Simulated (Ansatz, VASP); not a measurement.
**Two plane-wave programs on Pt**

File INCAR:

```
SYSTEM = Pt
PREC = Accurate
ENCUT = 520
EDIFF = 1E-6
ISMEAR = -1
SIGMA = 0.05
LREAL = .FALSE.
LASPH = .TRUE.
NELM = 60
ALGO = Normal
ISIF = 2
LWAVE = .FALSE.
LCHARG = .FALSE.
GGA = PE
NBANDS = 11
```

Contents of KPOINTS:

```
regular mesh
0
G
  10 10 10
  0 0 0
```

Contents of POSCAR:

```
Pt
1.0
    0.0196090000      1.9609000000      1.9609000000
    1.9609000000      0.0196090000      1.9609000000
    1.9805090000      1.9805090000      0.0000000000
Pt
1
Direct
    0.0000000000      0.0000000000      0.0000000000
```

The input input.yaml:

```yaml
crystal:
  lattice:
    - [0.019609, 1.9609, 1.9609]
    - [1.9609, 0.019609, 1.9609]
    - [1.980509, 1.980509, 0.0]
  atoms:
    - { symbol: Pt, position: [0.0, 0.0, 0.0] }
hamiltonian:
  xc: pbe
  pseudopotentials: { kind: paw }
kpoints:
  mp_grid: { grid: [10, 10, 10] }
  band_path:
    path:
      - [[0.0, 0.0, 0.0], [0.3725125, -0.3725125, 0.0], [0.250025, -0.495, -0.244975], [0.0, -0.5, -0.5], [0.25, -0.25, -0.5], [0.5, 0.0, 0.0], [0.6274875, 0.3725125, 0.0], [0.5, 0.5, 0.0], [0.0, 0.0, 0.0], [-0.3775125, -0.3775125, -0.755025], [0.0, 0.0, -0.5], [0.25, -0.25, -0.5]]
      - [[-0.250025, -0.505, -0.755025], [-0.3775125, -0.3775125, -0.755025]]
      - [[0.3775125, 0.3775125, -0.244975], [0.5, 0.5, 0.0]]
    npoints: 14
scf:
  occupations: { method: fermi_dirac, width: 0.05 }
  n_extra_bands: 6
output:
  forces: true
  stress: true
  eigenvalues: true
  fatbands: false
  write_density: true
  write_potential: true
  elf: true
  volumetric_format: npy
```

Alike in both runs: functional PBE; k mesh 10 × 10 × 10; occupations fermi-dirac, width 0.05 eV; no spin polarisation.

|  | VASP | Ansatz |
| --- | --- | --- |
| version | VASP 6.6.1 | Ansatz 0.2.0 |
| potentials or method | VASP PAW PBE potentials, release 64 (Pt) | Ansatz PAW |
| plane-wave cutoff (eV) | 520 | 420 |
| valence electrons in the cell | 10 | 18 |
| task | single point | band structure |

|  | VASP | Ansatz | Ansatz less VASP |
| --- | --- | --- | --- |
| gap on the k mesh at the Fermi level (eV) | none | none | - |
| pressure (GPa) | 9.9 | 10.4 | +0.54 |
| traceless stress, the component that is largest in VASP (GPa) | -1.85 | -1.85 | +0.007 |

A gap of «none» marks a metal or a gap that the smearing closes. The functional is the same, so the differences come from potentials, cutoffs and numerics. VASP's potentials hold 10 valence electrons a cell and Ansatz's 18, so a difference there can come from the potentials and not from the codes.

Spin-orbit coupling is off throughout.
